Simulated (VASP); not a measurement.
# LiF (Fm-3m) in VASP: notebook

Runs on LiF. Level: PBE. Tasks: single point.

Everything below comes from runs of VASP 6.6.1. Logs are shortened: lines on timing, memory, paths and dates and some standing lists are left out, and cuts for length are marked.

## (1) The cell of the first run

Symmetry: Fm-3m, No. 225, cubic system. The conventional cell has a = 4.068 Å, b = 4.068 Å, c = 4.068 Å, α = 90.00°, β = 90.00°, γ = 90.00°. Li (site symmetry m-3m) has 6 F at 2.03 Å within 2.7 Å. Within 2.7 Å of F (site symmetry m-3m) lie 6 Li at 2.03 Å.

## (2) Single point, PBE

INCAR

```
SYSTEM = LiF
ALGO     = Normal         ! electronic algorithm
EDIFF    = 1E-6           ! SCF threshold, eV
ENCUT    = 520            ! plane-wave cutoff, eV
GGA      = PE             ! functional
ISIF     = 2              ! what is computed and relaxed
ISMEAR   = 0              ! smearing method
LASPH    = .True.         ! aspherical terms in the spheres
LCHARG   = .False.        ! write CHGCAR
LREAL    = .False.        ! projectors in reciprocal space
LWAVE    = .False.        ! write WAVECAR
NBANDS   = 12             ! bands
NELM     = 80             ! most SCF steps
PREC     = Accurate       ! precision mode
SIGMA    = 0.05           ! smearing width, eV
```

KPOINTS

```
k-points
0
Gamma
  14 14 14
  0 0 0
```

POSCAR

```
LiF
1.0
    0.0000000000      2.0340222043      2.0340222043
    2.0340222043      0.0000000000      2.0340222043
    2.0340222043      2.0340222043      0.0000000000
Li F
1 1
Direct
    0.0000000000      0.0000000000      0.0000000000
    0.5000000000      0.5000000000      0.5000000000
```

Potentials or basis: VASP PAW PBE potentials, release 64 (Li_sv, F).

Run with:

```console
> cat potpaw_PBE.64/Li_sv/POTCAR potpaw_PBE.64/F/POTCAR > POTCAR
> mpirun -np 1 vasp_std > vasp.out
```

OUTCAR:

```text
SYSTEM = LiF
   EDIFF = 1E-6
   ENCUT = 520
   GGA = PE
   ISIF = 2
   ISMEAR = 0
   LASPH = .True.
   LREAL = .False.
   NELM = 80
   PREC = Accurate

 ion  position               nearest neighbor table
   1  0.000  0.000  0.000-   2 2.03   2 2.03   2 2.03   2 2.03   2 2.03   2 2.03
   2  0.500  0.500  0.500-   1 2.03   1 2.03   1 2.03   1 2.03   1 2.03   1 2.03

  LATTYP: Found a face centered cubic cell.
 ALAT       =     4.0680444086

  Lattice vectors:

 A1 = (   0.0000000000,   2.0340222043,   2.0340222043)
 A2 = (   2.0340222043,   0.0000000000,   2.0340222043)
 A3 = (   2.0340222043,   2.0340222043,   0.0000000000)

Analysis of symmetry for initial positions (statically):
=====================================================================
 Subroutine PRICEL returns:
 Original cell was already a primitive cell.

 Routine SETGRP: Setting up the symmetry group for a
 face centered cubic supercell.

 Subroutine GETGRP returns: Found 48 space group operations
 (whereof 48 operations were pure point group operations)
 out of a pool of 48 trial point group operations.

The static configuration has the point symmetry O_h .

Analysis of symmetry for dynamics (positions and initial velocities):
=====================================================================
 Subroutine PRICEL returns:
 Original cell was already a primitive cell.

 Routine SETGRP: Setting up the symmetry group for a
 face centered cubic supercell.

 Subroutine GETGRP returns: Found 48 space group operations
 (whereof 48 operations were pure point group operations)
 out of a pool of 48 trial point group operations.

The dynamic configuration has the point symmetry O_h .

 Subroutine INISYM returns: Found 48 space group operations
 (whereof 48 operations are pure point group operations),
 and found     1 'primitive' translations

----------------------------------------------------------------------------------------

                                     Primitive cell

  volume of cell :      16.8305

  direct lattice vectors                    reciprocal lattice vectors
     0.000000000  2.034022204  2.034022204    -0.245818359  0.245818359  0.245818359
     2.034022204  0.000000000  2.034022204     0.245818359 -0.245818359  0.245818359
     2.034022204  2.034022204  0.000000000     0.245818359  0.245818359 -0.245818359

  length of vectors
     2.876541787  2.876541787  2.876541787     0.425769887  0.425769887  0.425769887

  position of ions in fractional coordinates (direct lattice)
     0.000000000  0.000000000  0.000000000
     0.500000000  0.500000000  0.500000000

  ion indices of the primitive-cell ions
   primitive index   ion index
                 1           1
                 2           2

----------------------------------------------------------------------------------------

 KPOINTS: k-points

Automatic generation of k-mesh.
 Grid dimensions read from file:
 generate k-points for:   14   14   14

 Generating k-lattice:

  Cartesian coordinates                     Fractional coordinates (reciprocal lattice)
    -0.017558454  0.017558454  0.017558454     0.071428571  0.000000000  0.000000000
     0.017558454 -0.017558454  0.017558454     0.000000000  0.071428571  0.000000000
     0.017558454  0.017558454 -0.017558454     0.000000000  0.000000000  0.071428571

  Length of vectors
     0.030412135  0.030412135  0.030412135

  Shift w.r.t. Gamma in fractional coordinates (k-lattice)
     0.000000000  0.000000000  0.000000000

 Subroutine IBZKPT returns following result:
 ===========================================

 Found    104 irreducible k-points:

 Following reciprocal coordinates:
            Coordinates               Weight
  0.000000  0.000000  0.000000      1.000000
  0.071429  0.000000  0.000000      8.000000
  0.142857  0.000000  0.000000      8.000000
  0.214286  0.000000  0.000000      8.000000
  0.285714  0.000000  0.000000      8.000000
  0.357143  0.000000  0.000000      8.000000
[... 16 lines left out ...]
  0.214286  0.142857  0.000000     24.000000
  0.285714  0.142857  0.000000     24.000000
 [... further k-points ...]
   k-points           NKPTS =    104   k-points in BZ     NKDIM =    104   number of bands    NBANDS=     12
   number of dos      NEDOS =    301   number of ions     NIONS =      2
   total plane-waves  NPLWV =  13824
   dimension x,y,z NGX =    24 NGY =   24 NGZ =   24
   dimension x,y,z NGXF=    48 NGYF=   48 NGZF=   48
   ions per type =               1   1
   NGX,Y,Z   is equivalent  to a cutoff of  13.87, 13.87, 13.87 a.u.
   NGXF,Y,Z  is equivalent  to a cutoff of  27.74, 27.74, 27.74 a.u.
 SYSTEM =  LiF
   PREC   = accura    normal or accurate (medium, high low for compatibility)
   ISTART =      0    job   : 0-new  1-cont  2-samecut
   ICHARG =      2    charge: 1-file 2-atom 10-const
   ISPIN  =      1    spin polarized calculation?
   LNONCOLLINEAR =      F non collinear calculations
   LSORBIT =      F    spin-orbit coupling
   LASPH  =      T    aspherical Exc in radial PAW
   ENCUT  =  520.0 eV  38.22 Ry    6.18 a.u.   5.35  5.35  5.35*2*pi/ulx,y,z
   NELM   =     80;   NELMIN=  2; NELMDL= -5     # of ELM steps
   EDIFF  = 0.1E-05   stopping-criterion for ELM
   LREAL  =      F    real-space projection
   EDIFFG = 0.1E-04   stopping-criterion for IOM
   NSW    =      0    number of steps for IOM
   IBRION =     -1    ionic relax: 0-MD 1-quasi-New 2-CG
   NFREE  =      0    steps in history (QN), initial steepest desc. (CG)
   ISIF   =      2    stress and relaxation
   ISYM   =      2    0-nonsym 1-usesym 2-fastsym
   POTIM  = 0.5000    time-step for ionic-motion
   TEBEG  =    0.0;   TEEND  =   0.0 temperature during run
   PSTRESS=    0.0 pullay stress
   NELECT =      10.0000    total number of electrons
   NUPDOWN=      -1.0000    fix difference up-down
   EMIN   =  10.00;   EMAX   =-10.00  energy-range for DOS
   EFERMI =   0.00;   METHOD = LEGACY
   ISMEAR =     0;   SIGMA  =   0.05  broadening in eV -4-tet -1-fermi 0-gaus
   EFERMI_NEDOS =   21; number of points for ismear=-14 and -15
   IALGO  =     38    algorithm
   IMIX   =      4    mixing-type and parameters
     AMIX     =   0.40;   BMIX     =  1.00
     AMIX_MAG =   1.60;   BMIX_MAG =  1.00
  volume/ion in A,a.u.               =       8.42        56.79
  Fermi-wavevector in a.u.,A,eV,Ry     =   1.376287  2.600806 25.771708  1.894167
  Thomas-Fermi vector in A             =   2.501546
   LORBIT       =      0    0 simple, 1 ext, 2 COOP (PROOUT), +10 PAW based schemes
   GGA     = PE    functional components
   LHFCALC =     F    Hartree Fock is set to
   AEXX    =    0.0000 exact exchange contribution
   IVDW    =     0    specifies the selected vdW correction
   LEPSILON=     F    determine dielectric tensor
   LRPA    =     F    only Hartree local field effects (RPA)
 non-spin polarized calculation
 Gauss-broadening in eV      SIGMA  =   0.05
  energy-cutoff  :      520.00
  volume of cell :       16.83
 maximum number of plane-waves:       466
 NGX is ok and might be reduce to    24
   NGX = 11   NGY = 11   NGZ = 11

 number of electron      10.0000000 magnetization

 number of electron       9.9999992 magnetization

 Free energy of the ion-electron system (eV)
  ---------------------------------------------------
  ext. energy  EPLUGINS =         0.00000000
  ---------------------------------------------------
  free energy    TOTEN  =        -9.64088007 eV

  energy without entropy =       -9.64088007  energy(sigma->0) =       -9.64088007

 E-fermi :  -0.8066     XC(G=0):  -9.8387

 val. band max:       -1.1937611280   @ k =  -0.0714   0.0714   0.0000
 cond. band min:       7.6341035924   @ k =   0.0000   0.0000   0.0000
 fundamental gap:      8.8278647205
 Fermi energy:        -0.8066029803

 k-point     1 :       0.0000    0.0000    0.0000
  band No.  band energies     occupation
      1     -42.1839      2.00000
      2     -21.0886      2.00000
      3      -1.1944      2.00000
      4      -1.1944      2.00000
      5      -1.1944      2.00000
      6       7.6341      0.00000
      7      22.3813      0.00000
      8      22.3813      0.00000
      9      22.3813      0.00000
     10      22.8370      0.00000
     11      22.8370      0.00000
     12      22.8370      0.00000

 k-point     2 :       0.0714    0.0000    0.0000
  band No.  band energies     occupation
      1     -42.1813      2.00000
      2     -21.0692      2.00000
      3      -1.3411      2.00000
      4      -1.2059      2.00000
      5      -1.2059      2.00000
      6       7.7898      0.00000
      7      20.6217      0.00000
      8      21.5984      0.00000
      9      21.5984      0.00000
     10      23.5075      0.00000
     11      23.5075      0.00000
     12      23.6193      0.00000

 k-point     3 :       0.1429    0.0000    0.0000
  band No.  band energies     occupation
      1     -42.1743      2.00000
      2     -21.0154      2.00000
      3      -1.7302      2.00000
      4      -1.2375      2.00000
      5      -1.2375      2.00000
      6       8.1899      0.00000
      7      18.6568      0.00000
      8      20.5491      0.00000
      9      20.5491      0.00000
     10      24.2032      0.00000
     11      24.3736      0.00000
     12      24.3736      0.00000

 k-point     4 :       0.2143    0.0000    0.0000
  band No.  band energies     occupation
      1     -42.1640      2.00000
      2     -20.9352      2.00000
      3      -2.2482      2.00000
      4      -1.2822      2.00000
      5      -1.2822      2.00000
      6       8.6844      0.00000
      7      17.0843      0.00000
      8      19.5342      0.00000
      9      19.5342      0.00000
     10      24.9496      0.00000
     11      25.3866      0.00000
     12      25.3866      0.00000

 k-point     5 :       0.2857    0.0000    0.0000
  band No.  band energies     occupation
      1     -42.1525      2.00000
      2     -20.8433      2.00000
      3      -2.7776      2.00000
      4      -1.3307      2.00000
      5      -1.3307      2.00000
      6       9.1049      0.00000
      7      16.0161      0.00000
      8      18.6650      0.00000
      9      18.6650      0.00000
     10      25.8908      0.00000
     11      26.5628      0.00000
     12      26.5628      0.00000
[... 228 lines left out ...]
      1     -42.1773      2.00000
      2     -21.0384      2.00000
      3      -1.5302      2.00000
      4      -1.2957      2.00000
      5      -1.1938      2.00000
      6       8.0322      0.00000
      7      19.5434      0.00000
      8      20.4341      0.00000
      9      21.3129      0.00000
     10      23.2052      0.00000
     11      23.7062      0.00000
     12      25.2507      0.00000

 k-point    22 :       0.1429    0.1429    0.0000
  band No.  band energies     occupation
      1     -42.1711      2.00000
      2     -20.9871      2.00000
      3      -1.7003      2.00000
      4      -1.3797      2.00000
      5      -1.3797      2.00000
      6       8.4573      0.00000
      7      19.6492      0.00000
      8      20.0243      0.00000
      9      20.0243      0.00000
     10      20.1790      0.00000
     11      26.9665      0.00000
     12      26.9665      0.00000

 k-point    23 :       0.2143    0.1429    0.0000
  band No.  band energies     occupation
      1     -42.1636      2.00000
      2     -20.9241      2.00000
      3      -2.0626      2.00000
      4      -1.4641      2.00000
      5      -1.4387      2.00000
      6       8.9280      0.00000
      7      17.9336      0.00000
      8      19.3776      0.00000
      9      19.5372      0.00000
     10      20.7210      0.00000
     11      27.9552      0.00000
     12      28.0466      0.00000

 k-point    24 :       0.2857    0.1429    0.0000
  band No.  band energies     occupation
      1     -42.1536      2.00000
      2     -20.8398      2.00000
      3      -2.5294      2.00000
      4      -1.5351      2.00000
      5      -1.5124      2.00000
      6       9.4611      0.00000
      7      16.4917      0.00000
      8      18.6324      0.00000
      9      18.9871      0.00000
     10      21.7535      0.00000
     11      28.7448      0.00000
     12      28.8146      0.00000

 [... further k-points ...]
[... 5 lines left out ...]
  --------------------------------------------------------------------------------------
  -------------------------------------------------------------------------------------
  Total       -0.0489548     -0.0489548     -0.0489548      0.0000000     -0.0000000     -0.0000000
  in kB       -4.6602427     -4.6602427     -4.6602427      0.0000000     -0.0000000     -0.0000000
  external PRESSURE =      -4.6602427 kB  Pullay stress =       0.0000000 kB

 VOLUME and BASIS-vectors are now :
 -----------------------------------------------------------------------------
  energy-cutoff  :      520.00
  volume of cell :       16.83
      direct lattice vectors                 reciprocal lattice vectors
     0.000000000  2.034022204  2.034022204    -0.245818359  0.245818359  0.245818359
     2.034022204  0.000000000  2.034022204     0.245818359 -0.245818359  0.245818359
     2.034022204  2.034022204  0.000000000     0.245818359  0.245818359 -0.245818359

 POSITION                                       TOTAL-FORCE (eV/Angst)
 -----------------------------------------------------------------------------------
      0.00000      0.00000      0.00000         0.000000      0.000000     -0.000000
      2.03402      2.03402      2.03402        -0.000000     -0.000000      0.000000
 -----------------------------------------------------------------------------------
    total drift:                               -0.000000     -0.000000      0.000000

  FREE ENERGIE OF THE ION-ELECTRON SYSTEM (eV)
  ---------------------------------------------------
  free  energy   TOTEN  =        -9.6408800682 eV

  energy  without entropy=       -9.6408800682  energy(sigma->0) =       -9.64088007
```

It took 13 s on 1 thread of AMD EPYC 9R14 (Zen 4), shared host; peak memory 0.11 GiB.

Results:

```
Free energy            : -9.6409 eV
Band gap on the k mesh : 8.83 eV, indirect (the least direct gap lies 0.6 meV higher)
```

Caveat: the cutoff is under 1.25 times the usual one of these potentials, so pressure, stress and relaxed cells hold a basis-set (Pulay) error. A k mesh can miss the band edges.

## (3) Single point, PBE (volume scaled by 1.020)

INCAR

```
PREC = Accurate
ENCUT = 520
EDIFF = 1E-6
ISMEAR = 0
SIGMA = 0.05
LREAL = False
LASPH = True
NELM = 100
ALGO = Normal
ISIF = 2
LWAVE = False
LCHARG = False
GGA = PE
NBANDS = 12
```

KPOINTS

```
regular mesh
0
Gamma
  14 14 14
```

POSCAR

```
LiF
1.0
    0.0000000000      2.0474929426      2.0474929426
    2.0474929426      0.0000000000      2.0474929426
    2.0474929426      2.0474929426      0.0000000000
Li F
1 1
Direct
    0.0000000000      0.0000000000      0.0000000000
    0.5000000000      0.5000000000      0.5000000000
```

Potentials or basis: VASP PAW PBE potentials, release 64 (Li_sv, F).

Run with:

```console
> cat potpaw_PBE.64/Li_sv/POTCAR potpaw_PBE.64/F/POTCAR > POTCAR
> mpirun -np 1 vasp_std > vasp.out
```

Wall time 14 s (1 thread of AMD EPYC 9R14 (Zen 4), shared host); peak memory 0.11 GiB.

Results (log left out):

```
Free energy            : -9.6396 eV
Band gap on the k mesh : 8.66 eV, indirect (the least direct gap lies 0.6 meV higher)
```

Levels at points of the mesh, in eV from the valence-band top:
```csv
k point,band 1,band 2,band 3,band 4,band 5,band 6,band 7,band 8,band 9,band 10
"(0.00, 0.00, 0.00)",-41.04,-19.84,0.00,0.00,0.00,8.66,23.32,23.32,23.32,23.84
"(0.50, 0.00, 0.00)",-40.99,-19.45,-2.37,-0.21,-0.21,10.52,16.16,18.50,18.50,29.48
"(0.50, 0.50, 0.00)",-40.98,-19.21,-2.80,-0.93,-0.93,14.35,16.24,16.86,19.66,19.66
```

Caveat: the cutoff is under 1.25 times the usual one of these potentials, so pressure, stress and relaxed cells hold a basis-set (Pulay) error.

(Continued in part 2 of 2.)
